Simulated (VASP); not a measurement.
Wanted: the native input for a VASP 6.6.1 run.

```
Task                   : single point
Functional             : r2SCAN
Potentials or basis    : VASP PAW PBE potentials, release 64 (Hf_pv)
Cutoff                 : 520 eV
k mesh                 : 6 × 6 × 4
Occupations            : gaussian, width 0.1 eV
Spin                   : no spin polarisation
Dipole correction      : no
Further INCAR settings : ALGO = Normal; EDIFF = 1e-06; NBANDS = 17
```

The system is Hf.

```xyz
2
Lattice="3.1247 0.0000 0.0000 -1.5624 2.7061 0.0000 0.0000 0.0000 4.9346" Properties=species:S:1:pos:R:3 pbc="T T T"
Hf    0.0000    1.8041    1.2336
Hf    1.5624    0.9020    3.7009
```

The input as run:

POSCAR

```
Hf
1.0
    3.1247309394      0.0000000000      0.0000000000
   -1.5623654697      2.7060963735      0.0000000000
    0.0000000000      0.0000000000      4.9345563426
Hf
2
Direct
    0.3333333333      0.6666666667      0.2500000000
    0.6666666667      0.3333333333      0.7500000000
```

INCAR.step1

```
ALGO = Normal
EDIFF = 1E-4
ENCUT = 520
GGA = PE
ISMEAR = 0
LASPH = True
LCHARG = False
LREAL = False
LWAVE = True
NBANDS = 17
NELM = 60
PREC = Accurate
SIGMA = 0.1
```

INCAR.step2

```
ALGO = Normal
EDIFF = 1E-6
ENCUT = 520
ISIF = 2
ISMEAR = 0
ISTART = 1
LASPH = True
LCHARG = False
LMIXTAU = True
LREAL = False
LWAVE = False
METAGGA = R2SCAN
NBANDS = 17
NELM = 60
PREC = Accurate
SIGMA = 0.1
```

KPOINTS

```
k-points
0
Gamma
  6 6 4
```

Potentials or basis: VASP PAW PBE potentials, release 64 (Hf_pv).

Launch:

```console
$ cat potpaw_PBE.64/Hf_pv/POTCAR > POTCAR
$ cp INCAR.step1 INCAR
$ mpirun -np 1 vasp_std > vasp.out
$ cp INCAR.step2 INCAR
$ mpirun -np 1 vasp_std > vasp.out
```

It gave:

The pressure is 8.2 GPa and the band gap on the k mesh is zero (bands 10 and 11 overlap by 1.60 eV).

Caveat: the k points lie up to 0.39 Å⁻¹ apart, too coarse for converged energies and pressures of a metal; the PAW data sets were made with another functional, which shifts forces and pressure a little; spin-orbit coupling is left out, which moves the levels of the heavy elements.

Wall time 30 s on 1 thread of Intel(R) Xeon(R) 6975P-C (Granite Rapids), on a shared host, peak memory 0.17 GiB.
